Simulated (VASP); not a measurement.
LiBr: single point with PBE

Crystal: LiBr.

```
Li Br
1.0
     0.00000    2.78062    2.78062
     2.78062    0.00000    2.78062
     2.78062    2.78062    0.00000
Li Br
1 1
Direct
  0.00000 0.00000 0.00000
  0.50000 0.50000 0.50000
```

This cell differs from its parent crystal: volume scaled by 1.04.

* Program: VASP 6.6.1
* Task: single point
* Functional: PBE
* Potentials or basis: VASP PAW PBE potentials, release 64 (Li_sv, Br)
* Cutoff: 750 eV
* k mesh: 8 × 8 × 8
* Occupations: fermi-dirac, width 0.03 eV
* Spin: no spin polarisation
* Dipole correction: no
* Further INCAR settings: ALGO = Normal; EDIFF = 1e-06; NBANDS = 12

The pressure is -0.7 GPa. The band gap on the k mesh is 4.80 eV, direct.

Levels at points of the mesh, in eV from the valence-band top:
```tsv
k point	band 2	band 3	band 4	band 5	band 6	band 7	band 8	band 9
(0.00, 0.00, 0.00)	-13.33	0.00	0.00	0.00	4.80	10.47	10.47	10.47
(0.50, 0.00, 0.00)	-12.89	-2.74	-0.25	-0.25	5.61	8.10	8.10	11.43
(0.50, 0.50, 0.00)	-12.72	-2.73	-1.07	-1.07	6.20	7.16	11.36	12.22
```

It took 18 s on 1 thread of Intel(R) Xeon(R) Platinum 8259CL CPU @ 2.50GHz (Skylake/Cascade Lake) (shared host), peak memory 0.21 GiB.
